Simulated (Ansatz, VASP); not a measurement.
# One calculation of HfB2, two programs

INCAR

```
  ALGO = Normal
  EDIFF = 1E-6
  ENCUT = 520
  GGA = PS
  ISIF = 2
  ISMEAR = -1
  LASPH = True
  LCHARG = False
  LREAL = False
  LWAVE = False
  NBANDS = 15
  NELM = 80
  PREC = Accurate
  SIGMA = 0.05
```

File KPOINTS:

```
k-points
0
Gamma
  13 13 11
```

The input POSCAR:

```
HfB2
1.0
    3.1400001005      0.0157000005      0.0157000005
   -1.5564034510      2.7114698546      0.0057465990
    0.0174000000      0.0174000000      3.4800000000
Hf B
1 2
Direct
    0.0000000000      0.0000000000      0.0000000000
    0.3333333333      0.6666666667      0.5000000000
    0.6666666667      0.3333333333      0.5000000000
```

Input for Ansatz:

```yaml
crystal:
  lattice:
    - [3.1400001005, 0.0157000005, 0.0157000005]
    - [-1.556403451, 2.7114698546, 0.005746599]
    - [0.0174, 0.0174, 3.48]
  atoms:
    - { symbol: Hf, position: [0.0, 0.0, 0.0] }
    - { symbol: B, position: [0.3333333333, 0.6666666667, 0.5] }
    - { symbol: B, position: [0.6666666667, 0.3333333333, 0.5] }
kpoints:
  mp_grid: { grid: [13, 13, 11] }
  band_path:
    path:
      - [0.0, 0.0, 0.0]
      - [0.0, -0.5, 0.0]
      - [0.0, 0.0, 0.5]
      - [0.0, 0.0, 0.0]
      - [-0.5, 0.0, 0.0]
      - [-0.5, 0.5, -0.5]
      - [0.0, 0.0, 0.0]
      - [-0.5, 0.0, -0.5]
      - [-0.5, 0.5, 0.0]
    npoints: 5
scf:
  occupations: { method: fermi_dirac, width: 0.05 }
hamiltonian:
  xc: pbesol
  pseudopotentials: { kind: all_electron, lapw: { basis_error: 0.0005 } }
output:
  forces: true
  stress: true
  eigenvalues: true
```

Change from the starting cell: equal xy, yz and zx shear strains of +1 %.

Alike in both runs: task single point; functional PBEsol; k mesh 13 × 13 × 11; occupations fermi-dirac, width 0.05 eV; no spin polarisation.

|  | VASP | Ansatz |
| --- | --- | --- |
| version | VASP 6.6.1 | Ansatz 0.2.0 |
| potentials or method | VASP PAW PBE potentials, release 64 (Hf_pv, B), cutoff 520 eV | all-electron LAPW, scalar-relativistic |

```csv
,VASP,Ansatz,Ansatz less VASP
pressure (GPa),-4.4,-4.2,+0.17
"traceless stress, the component that is largest in VASP (GPa)",-2.69,-2.68,+0.015
rms of the force components (eV/Å),0.003,0.004,+0.0003
```

VASP's potentials were made for PBE, not for PBEsol. Atom by atom the forces differ by 0.000 eV/Å (rms over components). Ansatz ran all-electron here, and VASP with PAW potentials.

Neither program's run includes spin-orbit coupling.
